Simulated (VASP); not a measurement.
HfO2: relaxation of cell and atoms with PBE

Crystal: HfO2.

```xyz
6
Lattice="-2.0102 2.0102 5.3190 2.0102 -2.0102 5.3190 2.0102 2.0102 -5.3190" Properties=species:S:1:pos:R:3 pbc="T T T"
Hf    0.0000    0.0000    0.0000
Hf    0.0000    2.0102    2.6595
O     0.0000    2.0102    4.8056
O     0.0000    0.0000    2.1461
O     0.0000    2.0102    0.5134
O     0.0000    0.0000    8.4919
```

```yaml
Program: VASP 6.6.1
Task: relaxation of cell and atoms
Functional: PBE
Potentials_or_basis: VASP PAW PBE potentials, release 64 (Hf_pv, O)
Cutoff: 600 eV
k_mesh: 8 × 8 × 8
Occupations: gaussian, width 0.02 eV
Spin: no spin polarisation
Dipole_correction: no
Further_INCAR_settings: ALGO = Normal; EDIFF = 1e-07; IBRION = 2; EDIFFG = -0.01; NSW = 80; ISIF = 3
```

```yaml
Relaxed_volume: 14.13 Å³/atom
Relaxed_cell: a = 6.003 Å, b = 6.003 Å, c = 6.003 Å, α = 141.07°, β = 141.07°, γ = 56.24°
Space_group_after_relaxing_to_0.1_Å: I4_1/amd (No. 141)
Energy_gained_by_relaxing: 1.6 meV/atom
Ionic_steps: 5
Pressure_after_relaxing: 0.0 GPa
Largest_force_after_relaxing: 0.005 eV/Å
Band_gap_on_the_k_mesh: 4.45 eV (least direct gap 4.69 eV)
```

Forces in eV/Å, atoms in the order of the input:
```
Hf   0.000  0.000  0.000
Hf   0.000  0.000  0.000
O    0.000  0.000  0.005
O    0.000  0.000  0.005
O    0.000  0.000 -0.005
O    0.000  0.000 -0.005
```

Stress tensor (GPa, compression positive):
```
 0.10  0.00  0.00
 0.00  0.10  0.00
 0.00  0.00 -0.11
```

The path:
| step | energy change (eV) | largest force (eV/Å) | pressure (GPa) | volume (Å³) |
| --- | --- | --- | --- | --- |
| 1 | 0.0000 | 0.0407 | -2.62 | 85.97 |
| 2 | 0.0130 | 0.1533 | 4.17 | 83.10 |
| 3 | -0.0097 | 0.0324 | -0.04 | 84.83 |
| 4 | -0.0097 | 0.0339 | 0.01 | 84.81 |
| 5 | -0.0098 | 0.0051 | 0.03 | 84.78 |

Final structure:
```
Hf O
1.0
    -2.00068    2.00068    5.29495
     2.00068   -2.00068    5.29495
     2.00068    2.00068   -5.29495
Hf O
2 4
Direct
  0.00000 0.00000 0.00000
  0.75000 0.25000 0.50000
  0.95180 0.45180 0.50000
  0.20180 0.20180 0.00000
  0.54820 0.04820 0.50000
  0.79820 0.79820 0.00000
```

Levels at points of the mesh, in eV from the valence-band top:
```
           k point  band 19  band 20  band 21  band 22  band 23  band 24  band 25  band 26
(0.00, 0.00, 0.00)    -0.42    -0.42    -0.27    -0.27     4.45     5.48     5.73     7.06
(0.50, 0.00, 0.00)    -1.42    -0.62    -0.56    -0.38     5.89     5.99     6.54     6.61
(0.50, 0.50, 0.00)    -1.41    -1.41    -0.06    -0.06     5.94     5.94     6.15     6.15
(0.50, 0.50, 0.50)    -0.71    -0.71     0.00     0.00     5.03     5.03     6.82     6.82
```

Wall time 22 min on 1 thread of Intel Xeon 8259CL, on a shared host, peak memory 0.43 GiB.

Caveat: spin-orbit coupling is left out, which moves the levels of the heavy elements. A k mesh can miss the band edges.
